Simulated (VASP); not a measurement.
# BaTe (Pm-3m) in VASP: notebook

BaTe is run at these levels: PBEsol; tasks: single point.

Program: VASP 6.6.1. These are calculated values, not measurements. Logs are shortened: lines on timing, memory, paths and dates and some standing lists are left out, and cuts for length are marked.

### 1 The cell of the first run

Symmetry: Pm-3m, No. 221, cubic system. Conventional cell: a = 4.262 Å, b = 4.262 Å, c = 4.262 Å, α = 90.00°, β = 90.00°, γ = 90.00°. Ba (site symmetry m-3m) has 8 Te at 3.69 Å and 6 Ba at 4.26 Å within 4.8 Å. Te (site symmetry m-3m) has 8 Ba at 3.69 Å and 6 Te at 4.26 Å within 4.8 Å.

### 2 Single point, PBEsol

The input, INCAR:

```
PREC = Accurate
ENCUT = 520
EDIFF = 1E-6
ISMEAR = 0
SIGMA = 0.01
LREAL = False
LASPH = True
NELM = 80
ALGO = Normal
ISIF = 2
LWAVE = False
LCHARG = True
GGA = PS
LELF = True
LVHAR = True
NBANDS = 15
```

The input, KPOINTS:

```
Automatic mesh
0
Gamma
  4 4 4
```

The input, POSCAR:

```
BaTe
1.0
    4.2624660000      0.0000000000      0.0000000000
    0.0000000000      4.2624660000      0.0000000000
    0.0000000000      0.0000000000      4.2624660000
Ba Te
1 1
Direct
    0.0000000000      0.0000000000      0.0000000000
    0.5000000000      0.5000000000      0.5000000000
```

Potentials or basis: VASP PAW PBE potentials, release 64 (Ba_sv, Te).

Command:

```console
> cat potpaw_PBE.64/Ba_sv/POTCAR potpaw_PBE.64/Te/POTCAR > POTCAR
> mpirun -np 1 vasp_std > vasp.out
```

OUTCAR:

```text
PREC = Accurate
   ENCUT = 520
   EDIFF = 1E-6
   ISMEAR = 0
   LREAL = False
   LASPH = True
   NELM = 80
   ISIF = 2
   GGA = PS

 ion  position               nearest neighbor table
   1  0.000  0.000  0.000-   2 3.69   2 3.69   2 3.69   2 3.69   2 3.69   2 3.69   2 3.69   2 3.69

   2  0.500  0.500  0.500-   1 3.69   1 3.69   1 3.69   1 3.69   1 3.69   1 3.69   1 3.69   1 3.69

  LATTYP: Found a simple cubic cell.
 ALAT       =     4.2624660000

  Lattice vectors:

 A1 = (   4.2624660000,   0.0000000000,   0.0000000000)
 A2 = (   0.0000000000,   4.2624660000,   0.0000000000)
 A3 = (   0.0000000000,   0.0000000000,   4.2624660000)

Analysis of symmetry for initial positions (statically):
=====================================================================
 Subroutine PRICEL returns:
 Original cell was already a primitive cell.

 Routine SETGRP: Setting up the symmetry group for a
 simple cubic supercell.

 Subroutine GETGRP returns: Found 48 space group operations
[... 9 lines left out ...]

 Routine SETGRP: Setting up the symmetry group for a
 simple cubic supercell.

 Subroutine GETGRP returns: Found 48 space group operations
[... 11 lines left out ...]
                                     Primitive cell

  volume of cell :      77.4431

  direct lattice vectors                    reciprocal lattice vectors
     4.262466000  0.000000000  0.000000000     0.234605977  0.000000000  0.000000000
     0.000000000  4.262466000  0.000000000     0.000000000  0.234605977  0.000000000
     0.000000000  0.000000000  4.262466000     0.000000000  0.000000000  0.234605977

  length of vectors
     4.262466000  4.262466000  4.262466000     0.234605977  0.234605977  0.234605977

  position of ions in fractional coordinates (direct lattice)
[... 8 lines left out ...]
----------------------------------------------------------------------------------------

 KPOINTS: Automatic mesh

Automatic generation of k-mesh.
 Grid dimensions read from file:
 generate k-points for:    4    4    4

 Generating k-lattice:

  Cartesian coordinates                     Fractional coordinates (reciprocal lattice)
     0.058651494  0.000000000  0.000000000     0.250000000  0.000000000  0.000000000
     0.000000000  0.058651494  0.000000000     0.000000000  0.250000000  0.000000000
     0.000000000  0.000000000  0.058651494     0.000000000  0.000000000  0.250000000

  Length of vectors
     0.058651494  0.058651494  0.058651494

  Shift w.r.t. Gamma in fractional coordinates (k-lattice)
     0.000000000  0.000000000  0.000000000

 Subroutine IBZKPT returns following result:
 ===========================================

 Found     10 irreducible k-points:

[... 41 lines left out ...]
   NELECT =      16.0000    total number of electrons
   NUPDOWN=      -1.0000    fix difference up-down
   EMIN   =  10.00;   EMAX   =-10.00  energy-range for DOS
   EFERMI =   0.00;   METHOD = LEGACY
   ISMEAR =     0;   SIGMA  =   0.01  broadening in eV -4-tet -1-fermi 0-gaus
   EFERMI_NEDOS =   21; number of points for ismear=-14 and -15
   IALGO  =     38    algorithm
   IMIX   =      4    mixing-type and parameters
     AMIX     =   0.40;   BMIX     =  1.00
     AMIX_MAG =   1.60;   BMIX_MAG =  1.00
  volume/ion in A,a.u.               =      38.72       261.31
  Fermi-wavevector in a.u.,A,eV,Ry     =   0.967804  1.828884 12.743813  0.936644
  Thomas-Fermi vector in A             =   2.097720
   LORBIT       =      0    0 simple, 1 ext, 2 COOP (PROOUT), +10 PAW based schemes
   GGA     = PS    functional components
   LHFCALC =     F    Hartree Fock is set to
   AEXX    =    0.0000 exact exchange contribution
   IVDW    =     0    specifies the selected vdW correction
   LEPSILON=     F    determine dielectric tensor
   LRPA    =     F    only Hartree local field effects (RPA)
 non-spin polarized calculation
 Gauss-broadening in eV      SIGMA  =   0.01
  energy-cutoff  :      520.00
  volume of cell :       77.44
 maximum number of plane-waves:      2176
 NGX is ok and might be reduce to    32
   NGX = 15   NGY = 15   NGZ = 15

 number of electron      16.0000000 magnetization

 Free energy of the ion-electron system (eV)
  ---------------------------------------------------
  ext. energy  EPLUGINS =         0.00000000
  ---------------------------------------------------
  free energy    TOTEN  =        -8.87086338 eV

  energy without entropy =       -8.87086338  energy(sigma->0) =       -8.87086338

 E-fermi :   3.7533     XC(G=0):  -8.9295

 val. band max:        3.7075679529   @ k =   0.5000   0.5000   0.0000
 cond. band min:       4.3922472666   @ k =   0.0000   0.0000   0.0000
 fundamental gap:      0.6846793137
 Fermi energy:         3.7533183745

 k-point     1 :       0.0000    0.0000    0.0000
  band No.  band energies     occupation
      1     -24.4094      2.00000
      2      -9.4250      2.00000
      3      -9.4250      2.00000
      4      -9.4250      2.00000
      5      -6.6939      2.00000
      6       3.3243      2.00000
      7       3.3243      2.00000
      8       3.3243      2.00000
      9       4.3922      0.00000
     10       4.3922      0.00000
     11       5.9036      0.00000
     12       8.2106      0.00000
     13       8.2106      0.00000
     14       8.2106      0.00000
[... 149 lines left out ...]
      2      -9.6996      2.00000
      3      -9.6996      2.00000
      4      -9.6996      2.00000
      5      -5.7568      2.00000
      6       0.7767      2.00000
      7       0.7767      2.00000
      8       0.7767      2.00000
      9       8.3361      0.00000
     10       8.3361      0.00000
     11       8.3361      0.00000
     12       9.9480      0.00000
     13       9.9480      0.00000
     14       9.9480      0.00000
     15      10.0333      0.00000

------------------------ aborting loop because EDIFF is reached ----------------------------------------

  FORCE on cell =-STRESS in cart. coord.  units (eV):
  Direction    XX          YY          ZZ          XY          YZ          ZX
  --------------------------------------------------------------------------------------
  -------------------------------------------------------------------------------------
  Total       -0.7782868     -0.7782868     -0.7782868     -0.0000000     -0.0000000      0.0000000
  in kB      -16.1015416    -16.1015416    -16.1015416     -0.0000000     -0.0000000      0.0000000
  external PRESSURE =     -16.1015416 kB  Pullay stress =       0.0000000 kB

 VOLUME and BASIS-vectors are now :
 -----------------------------------------------------------------------------
  energy-cutoff  :      520.00
  volume of cell :       77.44
      direct lattice vectors                 reciprocal lattice vectors
     4.262466000  0.000000000  0.000000000     0.234605977  0.000000000  0.000000000
     0.000000000  4.262466000  0.000000000     0.000000000  0.234605977  0.000000000
     0.000000000  0.000000000  4.262466000     0.000000000  0.000000000  0.234605977

 POSITION                                       TOTAL-FORCE (eV/Angst)
 -----------------------------------------------------------------------------------
      0.00000      0.00000      0.00000         0.000000      0.000000      0.000000
      2.13123      2.13123      2.13123         0.000000      0.000000      0.000000
 -----------------------------------------------------------------------------------
    total drift:                                0.000000      0.000000     -0.000000

  FREE ENERGIE OF THE ION-ELECTRON SYSTEM (eV)
  ---------------------------------------------------
  free  energy   TOTEN  =        -8.8708633756 eV

  energy  without entropy=       -8.8708633756  energy(sigma->0) =       -8.87086338
```

Run time: 9.7 s. Hardware: 1 thread of Intel Xeon Platinum 8259CL at 2.50GHz (Skylake/Cascade Lake), shared host; peak memory 0.18 GiB.

Results:

```
Free energy            : -8.8709 eV
Pressure               : -1.6 GPa
Band gap on the k mesh : 0.68 eV, indirect (least direct gap 0.87 eV)
```

Levels at points of the mesh, in eV from the valence-band top:
| k point | band 6 | band 7 | band 8 | band 9 | band 10 | band 11 |
| --- | --- | --- | --- | --- | --- | --- |
| (0.00, 0.00, 0.00) | -0.38 | -0.38 | -0.38 | 0.68 | 0.68 | 2.20 |
| (0.50, 0.00, 0.00) | -3.44 | -0.88 | -0.88 | 1.48 | 4.76 | 4.82 |
| (0.50, 0.50, 0.00) | -2.07 | -2.07 | 0.00 | 0.87 | 2.43 | 2.85 |
| (0.50, 0.50, 0.50) | -2.93 | -2.93 | -2.93 | 4.63 | 4.63 | 4.63 |

Caveat: the PAW data sets were made with another functional, which shifts forces and pressure a little; spin-orbit coupling is left out, which moves the levels of the heavy elements. PBEsol gaps usually lie below the measured ones, often by a third to a half.

### 3 Single point, PBEsol

The input, INCAR:

```
SYSTEM = BaTe
PREC     = Accurate       ! precision mode
ENCUT    = 520            ! plane-wave cutoff, eV
EDIFF    = 1E-7           ! SCF threshold, eV
ISMEAR   = 0              ! smearing method
SIGMA    = 0.01           ! smearing width, eV
LREAL    = .FALSE.        ! projectors in reciprocal space
LASPH    = .TRUE.         ! aspherical terms in the spheres
NELM     = 80             ! most SCF steps
ALGO     = Normal         ! electronic algorithm
ISIF     = 2              ! what is computed and relaxed
LWAVE    = .FALSE.        ! write WAVECAR
LCHARG   = .FALSE.        ! write CHGCAR
GGA      = PS             ! functional
NBANDS   = 15             ! bands
```

The input, KPOINTS:

```
Automatic mesh
0
G
  4 4 4
  0 0 0
```

POSCAR is that of step 2.

Potentials or basis: VASP PAW PBE potentials, release 64 (Ba_sv, Te).

Command:

```console
> cat potpaw_PBE.64/Ba_sv/POTCAR potpaw_PBE.64/Te/POTCAR > POTCAR
> mpirun -np 1 vasp_std > vasp.out
```

OUTCAR:

```text
SYSTEM = BaTe
   PREC = Accurate
   ENCUT = 520
   EDIFF = 1E-7
   ISMEAR = 0
   LREAL = .FALSE.
   LASPH = .TRUE.
   NELM = 80
   ISIF = 2
   GGA = PS

 ion  position               nearest neighbor table
   1  0.000  0.000  0.000-   2 3.69   2 3.69   2 3.69   2 3.69   2 3.69   2 3.69   2 3.69   2 3.69

   2  0.500  0.500  0.500-   1 3.69   1 3.69   1 3.69   1 3.69   1 3.69   1 3.69   1 3.69   1 3.69

  LATTYP: Found a simple cubic cell.
 ALAT       =     4.2624660000

  Lattice vectors:

 A1 = (   4.2624660000,   0.0000000000,   0.0000000000)
 A2 = (   0.0000000000,   4.2624660000,   0.0000000000)
 A3 = (   0.0000000000,   0.0000000000,   4.2624660000)

Analysis of symmetry for initial positions (statically):
=====================================================================
 Subroutine PRICEL returns:
 Original cell was already a primitive cell.

 Routine SETGRP: Setting up the symmetry group for a
 simple cubic supercell.

 Subroutine GETGRP returns: Found 48 space group operations
[... 9 lines left out ...]

 Routine SETGRP: Setting up the symmetry group for a
 simple cubic supercell.

 Subroutine GETGRP returns: Found 48 space group operations
[... 11 lines left out ...]
                                     Primitive cell

  volume of cell :      77.4431

  direct lattice vectors                    reciprocal lattice vectors
     4.262466000  0.000000000  0.000000000     0.234605977  0.000000000  0.000000000
     0.000000000  4.262466000  0.000000000     0.000000000  0.234605977  0.000000000
     0.000000000  0.000000000  4.262466000     0.000000000  0.000000000  0.234605977

  length of vectors
     4.262466000  4.262466000  4.262466000     0.234605977  0.234605977  0.234605977

  position of ions in fractional coordinates (direct lattice)
[... 8 lines left out ...]
----------------------------------------------------------------------------------------

 KPOINTS: Automatic mesh

Automatic generation of k-mesh.
 Grid dimensions read from file:
 generate k-points for:    4    4    4

 Generating k-lattice:

  Cartesian coordinates                     Fractional coordinates (reciprocal lattice)
     0.058651494  0.000000000  0.000000000     0.250000000  0.000000000  0.000000000
     0.000000000  0.058651494  0.000000000     0.000000000  0.250000000  0.000000000
     0.000000000  0.000000000  0.058651494     0.000000000  0.000000000  0.250000000

  Length of vectors
     0.058651494  0.058651494  0.058651494

  Shift w.r.t. Gamma in fractional coordinates (k-lattice)
     0.000000000  0.000000000  0.000000000

 Subroutine IBZKPT returns following result:
 ===========================================

 Found     10 irreducible k-points:

 Following reciprocal coordinates:
            Coordinates               Weight
  0.000000  0.000000  0.000000      1.000000
  0.250000  0.000000  0.000000      6.000000
  0.500000  0.000000  0.000000      3.000000
  0.250000  0.250000  0.000000     12.000000
  0.500000  0.250000  0.000000     12.000000
  0.500000  0.500000  0.000000      3.000000
  0.250000  0.250000  0.250000      8.000000
  0.500000  0.250000  0.250000     12.000000
  0.500000  0.500000  0.250000      6.000000
  0.500000  0.500000  0.500000      1.000000
   k-points           NKPTS =     10   k-points in BZ     NKDIM =     10   number of bands    NBANDS=     15
   number of dos      NEDOS =    301   number of ions     NIONS =      2
   total plane-waves  NPLWV =  32768
   dimension x,y,z NGX =    32 NGY =   32 NGZ =   32
   dimension x,y,z NGXF=    64 NGYF=   64 NGZF=   64
   ions per type =               1   1
   NGX,Y,Z   is equivalent  to a cutoff of  12.48, 12.48, 12.48 a.u.
   NGXF,Y,Z  is equivalent  to a cutoff of  24.96, 24.96, 24.96 a.u.
 SYSTEM =  BaTe
   PREC   = accura    normal or accurate (medium, high low for compatibility)
   ISTART =      0    job   : 0-new  1-cont  2-samecut
   ICHARG =      2    charge: 1-file 2-atom 10-const
   ISPIN  =      1    spin polarized calculation?
   LNONCOLLINEAR =      F non collinear calculations
   LSORBIT =      F    spin-orbit coupling
   LASPH  =      T    aspherical Exc in radial PAW
   ENCUT  =  520.0 eV  38.22 Ry    6.18 a.u.   7.93  7.93  7.93*2*pi/ulx,y,z
   NELM   =     80;   NELMIN=  2; NELMDL= -5     # of ELM steps
   EDIFF  = 0.1E-06   stopping-criterion for ELM
   LREAL  =      F    real-space projection
   EDIFFG = 0.1E-05   stopping-criterion for IOM
   NSW    =      0    number of steps for IOM
   IBRION =     -1    ionic relax: 0-MD 1-quasi-New 2-CG
   NFREE  =      0    steps in history (QN), initial steepest desc. (CG)
   ISIF   =      2    stress and relaxation
   ISYM   =      2    0-nonsym 1-usesym 2-fastsym
   POTIM  = 0.5000    time-step for ionic-motion
   TEBEG  =    0.0;   TEEND  =   0.0 temperature during run
   PSTRESS=    0.0 pullay stress
   NELECT =      16.0000    total number of electrons
   NUPDOWN=      -1.0000    fix difference up-down
   EMIN   =  10.00;   EMAX   =-10.00  energy-range for DOS
   EFERMI =   0.00;   METHOD = LEGACY
   ISMEAR =     0;   SIGMA  =   0.01  broadening in eV -4-tet -1-fermi 0-gaus
   EFERMI_NEDOS =   21; number of points for ismear=-14 and -15
   IALGO  =     38    algorithm
   IMIX   =      4    mixing-type and parameters
     AMIX     =   0.40;   BMIX     =  1.00
     AMIX_MAG =   1.60;   BMIX_MAG =  1.00
  volume/ion in A,a.u.               =      38.72       261.31
  Fermi-wavevector in a.u.,A,eV,Ry     =   0.967804  1.828884 12.743813  0.936644
  Thomas-Fermi vector in A             =   2.097720
   LORBIT       =      0    0 simple, 1 ext, 2 COOP (PROOUT), +10 PAW based schemes
   GGA     = PS    functional components
   LHFCALC =     F    Hartree Fock is set to
   AEXX    =    0.0000 exact exchange contribution
   IVDW    =     0    specifies the selected vdW correction
   LEPSILON=     F    determine dielectric tensor
   LRPA    =     F    only Hartree local field effects (RPA)
 non-spin polarized calculation
 Gauss-broadening in eV      SIGMA  =   0.01
  energy-cutoff  :      520.00
  volume of cell :       77.44
 maximum number of plane-waves:      2176
 NGX is ok and might be reduce to    32
   NGX = 15   NGY = 15   NGZ = 15

 number of electron      16.0000000 magnetization

 Free energy of the ion-electron system (eV)
  ---------------------------------------------------
  ext. energy  EPLUGINS =         0.00000000
  ---------------------------------------------------
  free energy    TOTEN  =        -8.87086347 eV

  energy without entropy =       -8.87086347  energy(sigma->0) =       -8.87086347

 E-fermi :   3.7533     XC(G=0):  -8.9296

 val. band max:        3.7074213990   @ k =   0.5000   0.5000   0.0000
 cond. band min:       4.3922690163   @ k =   0.0000   0.0000   0.0000
 fundamental gap:      0.6848476173
 Fermi energy:         3.7533187894

 k-point     1 :       0.0000    0.0000    0.0000
  band No.  band energies     occupation
      1     -24.4093      2.00000
      2      -9.4250      2.00000
      3      -9.4250      2.00000
      4      -9.4250      2.00000
      5      -6.6941      2.00000
      6       3.3242      2.00000
      7       3.3242      2.00000
      8       3.3242      2.00000
      9       4.3923      0.00000
     10       4.3923      0.00000
     11       5.9036      0.00000
     12       8.2107      0.00000
     13       8.2107      0.00000
     14       8.2107      0.00000
     15      12.1048      0.00000
[... 145 lines left out ...]
 k-point    10 :       0.5000    0.5000    0.5000
  band No.  band energies     occupation
      1     -24.3342      2.00000
      2      -9.6995      2.00000
      3      -9.6995      2.00000
      4      -9.6995      2.00000
      5      -5.7570      2.00000
      6       0.7766      2.00000
      7       0.7766      2.00000
      8       0.7766      2.00000
      9       8.3360      0.00000
     10       8.3360      0.00000
     11       8.3360      0.00000
     12       9.9480      0.00000
     13       9.9480      0.00000
     14       9.9480      0.00000
     15      10.0333      0.00000

------------------------ aborting loop because EDIFF is reached ----------------------------------------

  FORCE on cell =-STRESS in cart. coord.  units (eV):
  Direction    XX          YY          ZZ          XY          YZ          ZX
  --------------------------------------------------------------------------------------
  -------------------------------------------------------------------------------------
  Total       -0.7769044     -0.7769044     -0.7769044      0.0000000     -0.0000000     -0.0000000
  in kB      -16.0729423    -16.0729423    -16.0729423      0.0000000     -0.0000000     -0.0000000
  external PRESSURE =     -16.0729423 kB  Pullay stress =       0.0000000 kB

 VOLUME and BASIS-vectors are now :
 -----------------------------------------------------------------------------
  energy-cutoff  :      520.00
  volume of cell :       77.44
      direct lattice vectors                 reciprocal lattice vectors
     4.262466000  0.000000000  0.000000000     0.234605977  0.000000000  0.000000000
     0.000000000  4.262466000  0.000000000     0.000000000  0.234605977  0.000000000
     0.000000000  0.000000000  4.262466000     0.000000000  0.000000000  0.234605977

 POSITION                                       TOTAL-FORCE (eV/Angst)
 -----------------------------------------------------------------------------------
      0.00000      0.00000      0.00000         0.000000      0.000000      0.000000
      2.13123      2.13123      2.13123         0.000000      0.000000      0.000000
 -----------------------------------------------------------------------------------
    total drift:                                0.000000      0.000000     -0.000000

  FREE ENERGIE OF THE ION-ELECTRON SYSTEM (eV)
  ---------------------------------------------------
  free  energy   TOTEN  =        -8.8708634668 eV

  energy  without entropy=       -8.8708634668  energy(sigma->0) =       -8.87086347
```

It took 9.7 s on 1 thread of Intel Xeon Platinum 8259CL at 2.50GHz (Skylake/Cascade Lake), shared host; peak memory 0.18 GiB.

Results:

* Free energy: -8.8709 eV
* Pressure: -1.6 GPa
* Band gap on the k mesh: 0.68 eV, indirect (least direct gap 0.87 eV)

Levels at points of the mesh, in eV from the valence-band top:
| k point | band 4 | band 5 | band 6 | band 7 | band 8 | band 9 | band 10 | band 11 | band 12 | band 13 |
| --- | --- | --- | --- | --- | --- | --- | --- | --- | --- | --- |
| (0.00, 0.00, 0.00) | -13.13 | -10.40 | -0.38 | -0.38 | -0.38 | 0.68 | 0.68 | 2.20 | 4.50 | 4.50 |
| (0.50, 0.00, 0.00) | -13.08 | -9.65 | -3.44 | -0.88 | -0.88 | 1.48 | 4.76 | 4.82 | 4.87 | 4.90 |
| (0.50, 0.50, 0.00) | -13.04 | -9.84 | -2.07 | -2.07 | 0.00 | 0.87 | 2.43 | 2.85 | 2.85 | 6.16 |
| (0.50, 0.50, 0.50) | -13.41 | -9.46 | -2.93 | -2.93 | -2.93 | 4.63 | 4.63 | 4.63 | 6.24 | 6.24 |

Caveat: the PAW data sets were made with another functional, which shifts forces and pressure a little; spin-orbit coupling is left out, which moves the levels of the heavy elements. A k mesh can miss the band edges.
